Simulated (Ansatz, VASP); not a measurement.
## Ti: VASP beside Ansatz

Contents of INCAR:

```
PREC = Accurate
ENCUT = 520
EDIFF = 1E-6
ISMEAR = 0
SIGMA = 0.15
LREAL = False
LASPH = True
NELM = 60
ALGO = Fast
ISIF = 2
LWAVE = False
LCHARG = False
GGA = CA
NBANDS = 12
```

KPOINTS

```
Automatic mesh
0
Gamma
  22 22 22
```

Contents of POSCAR:

```
Ti
1.0
    0.0000000000      2.0796842727      1.9251637313
    2.0796842727      0.0000000000      1.9251637313
    2.0796842727      2.0796842727      0.0000000000
Ti
1
Direct
    0.0000000000      0.0000000000      0.0000000000
```

Input for Ansatz:

```yaml
crystal:
  lattice:
    - [0.0, 2.0796842727, 1.9251637313]
    - [2.0796842727, 0.0, 1.9251637313]
    - [2.0796842727, 2.0796842727, 0.0]
  atoms:
    - { symbol: Ti, position: [0.0, 0.0, 0.0] }
basis:
  ecutwfc: 520.0
kpoints:
  mp_grid: { grid: [22, 22, 22] }
hamiltonian:
  xc: lda
  pseudopotentials: { kind: paw, azcp: { folder: soft_1 } }
scf:
  occupations: { method: gaussian, width: 0.15 }
output:
  forces: true
  stress: true
  eigenvalues: true
```

Alike in both runs: task single point; functional LDA; k mesh 22 × 22 × 22; occupations gaussian, width 0.15 eV; no spin polarisation.

```csv
,VASP,Ansatz
version,VASP 6.6.1,Ansatz 0.2.0
potentials or method,"VASP PAW LDA potentials, release 64 (Ti_sv), cutoff 520 eV","scalar-relativistic, plane waves, PAW"
valence electrons in the cell,12,12
```

Ansatz gave:

- gap on the k mesh at the Fermi level (eV): none
- pressure (GPa): -4.4
- traceless stress, the component that is largest in VASP (GPa): 1.52

Which values does VASP return?

gap on the k mesh at the Fermi level (eV): none; pressure (GPa): -4.6; traceless stress, the component that is largest in VASP (GPa): 1.53.

Ansatz warns that its potentials were made for another functional, while VASP's fit it. LDA's correlation is that of Perdew and Zunger in VASP and of Perdew and Wang (1992) in Ansatz. A gap of «none» marks a metal or a gap that the smearing closes.
